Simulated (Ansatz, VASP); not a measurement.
NbSbO: VASP beside Ansatz

```
Nb Sb O
1.0
     4.12154    0.00000    0.00000
     0.00000    4.12154    0.00000
     0.00000    0.00000    6.59944
Nb Sb O
2 2 2
Direct
  0.00000 0.00000 0.00000
  0.50000 0.50000 0.00000
  0.00000 0.50000 0.64314
  0.50000 0.00000 0.35686
  0.00000 0.50000 0.07605
  0.50000 0.00000 0.92395
```

Change from the starting cell: species swapped into the HfSiSe type (P4/nmm, No. 129).

Alike in both runs: functional PBE; k mesh 6 × 6 × 2; occupations gaussian, width 0.1 eV; no spin polarisation.

Ansatz relaxed the structure, and its values are those at the end. VASP's run is a single point on that final structure, the one shown.

```csv
,VASP,Ansatz
version,VASP 6.6.1,Ansatz 0.2.0
potentials or method,"VASP PAW PBE potentials, release 64 (Nb_sv, Sb, O), cutoff 520 eV","scalar-relativistic, plane waves, PAW"
valence electrons in the cell,48,68
```

Ansatz gave:

| Property | Result |
| --- | --- |
| gap on the k mesh at the Fermi level (eV) | none |
| pressure (GPa) | -0.1 |
| rms of the force components (eV/Å) | 0.004 |

Q: Which values does VASP return?

A: gap on the k mesh at the Fermi level (eV): none; pressure (GPa): -0.3; rms of the force components (eV/Å): 0.013.

A gap of «none» marks a metal or a gap that the smearing closes. The functional is the same, so the differences come from potentials, cutoffs and numerics. VASP's potentials hold 48 valence electrons a cell and Ansatz's 68, so a difference there can come from the potentials and not from the codes.

The k mesh is coarse, so the values compare programs but aren't converged. Neither program's run includes spin-orbit coupling.
